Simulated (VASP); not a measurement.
A run of VASP 6.6.1 is set up as follows.

File INCAR:

```
SYSTEM = InSb
ALGO = Normal ; EDIFF = 1E-6
EDIFFG = -0.005 ; ENCUT = 600
GGA = PE ; IBRION = 2
ISIF = 3 ; ISMEAR = -1
LASPH = .TRUE. ; LCHARG = .FALSE.
LREAL = .FALSE. ; LWAVE = .FALSE.
NELM = 80 ; NSW = 32
PREC = Accurate ; PSTRESS = 410.0
SIGMA = 0.05
```

Contents of KPOINTS:

```
k-points
0
G
  13 13 13
  0 0 0
```

Contents of POSCAR:

```
InSb
1.0
    0.0000000000      2.7287028153      2.7287028153
    2.7287028153      0.0000000000      2.7287028153
    2.7287028153      2.7287028153      0.0000000000
In Sb
1 1
Direct
    0.0000000000      0.0000000000      0.0000000000
    0.5000000000      0.5000000000      0.5000000000
```

Potentials or basis: VASP PAW PBE potentials, release 64 (In_d, Sb).

Launch:

```bash
$ cat potpaw_PBE.64/In_d/POTCAR potpaw_PBE.64/Sb/POTCAR > POTCAR
$ mpirun -np 1 vasp_std > vasp.out
```

(1) Estimate the relaxed volume.

(2) Predict the relaxed cell.

(3) Predict the band gap on the k mesh.

Results:

(1) 20.33 Å³/atom.

(2) a = 3.860 Å, b = 3.860 Å, c = 3.860 Å, α = 60.00°, β = 60.00°, γ = 60.00°.

(3) zero (bands 9 and 10 overlap by 3.82 eV).

Caveat: the cell is relaxed towards a set pressure, so the run minimises the enthalpy, not the energy; spin-orbit coupling is left out, which moves the levels of the heavy elements.
